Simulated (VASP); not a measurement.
An input for VASP 6.6.1 (LiSi16 (a cell with a defect)):

File INCAR:

```
SYSTEM = LiSi16
PREC = Accurate
ENCUT = 520
EDIFF = 1E-6
ISMEAR = 0
SIGMA = 0.02
LREAL = Auto
LASPH = .TRUE.
NELM = 60
ALGO = Normal
ISIF = 2
LWAVE = .FALSE.
LCHARG = .FALSE.
GGA = PE
IVDW = 12
NBANDS = 48
NELECT = 66.0
```

File KPOINTS:

```
Automatic mesh
0
G
  2 2 2
  0 0 0
```

Contents of POSCAR:

```
LiSi16
1.0
    0.0000000000      5.4300000000      5.4300000000
    5.4300000000      0.0000000000      5.4300000000
    5.4300000000      5.4300000000      0.0000000000
Si Li
16 1
Direct
   -0.0047698895      0.0071853591     -0.0009857274
    0.1305248619      0.1262038674      0.1180337017
    0.0261575506     -0.0082207182      0.4912542357
    0.1305267956      0.1262041436      0.6256814917
   -0.0047648250      0.4995366483     -0.0009861878
    0.0996033149      0.6339640884      0.1334392265
   -0.0047674033      0.4995370166      0.5066602210
    0.1305226519      0.6185587477      0.6256812155
    0.5045569061      0.0064569061     -0.0165012891
    0.6211974217      0.1417235727      0.1187620626
    0.5045587477      0.0064578269      0.5059335175
    0.6544221915      0.1156941989      0.6151658379
    0.4713386740      0.5100554328      0.0095276243
    0.6212022099      0.6192883978      0.1187639042
    0.5045550645      0.4840274401      0.5059314917
    0.6211999079      0.6192875691      0.6411949355
    0.5628802026      0.8128765193      0.3123466851
```

Potentials or basis: VASP PAW PBE potentials, release 64 (Si, Li_sv).

Run with:

```sh
$ cat potpaw_PBE.64/Si/POTCAR potpaw_PBE.64/Li_sv/POTCAR > POTCAR
$ mpirun -np 1 vasp_std > vasp.out
```

Task: Does this run start?

Result: The run stopped without a result. It printed:

OUTCAR:

```text
SYSTEM = LiSi16
   PREC = Accurate
   ENCUT = 520
   EDIFF = 1E-6
   ISMEAR = 0
   LREAL = Auto
   LASPH = .TRUE.
   NELM = 60
   ISIF = 2
   GGA = PE
[... 70 lines left out ...]
|     E        R     R  R     R  O     O  R     R     ###     ###     ###     |
|     E        R     R  R     R  O     O  R     R     ###     ###     ###     |
|     EEEEE    RRRRRR   RRRRRR   O     O  RRRRRR       #       #       #      |
|     E        R   R    R   R    O     O  R   R                               |
|     E        R    R   R    R   O     O  R    R      ###     ###     ###     |
|     EEEEEEE  R     R  R     R  OOOOOOO  R     R     ###     ###     ###     |
|                                                                             |
|     VERY BAD NEWS! internal error in subroutine INVGRP: inverse of          |
|     rotation matrix was not found (increase SYMPREC) 2                      |
|                                                                             |
|       ---->  I REFUSE TO CONTINUE WITH THIS SICK JOB ... BYE!!! <----       |
|                                                                             |
 -----------------------------------------------------------------------------
```

On the terminal:

```text
POSCAR found type information on POSCAR SiLi
 POSCAR found :  2 types and      17 ions
[... 18 lines left out ...]

1
```
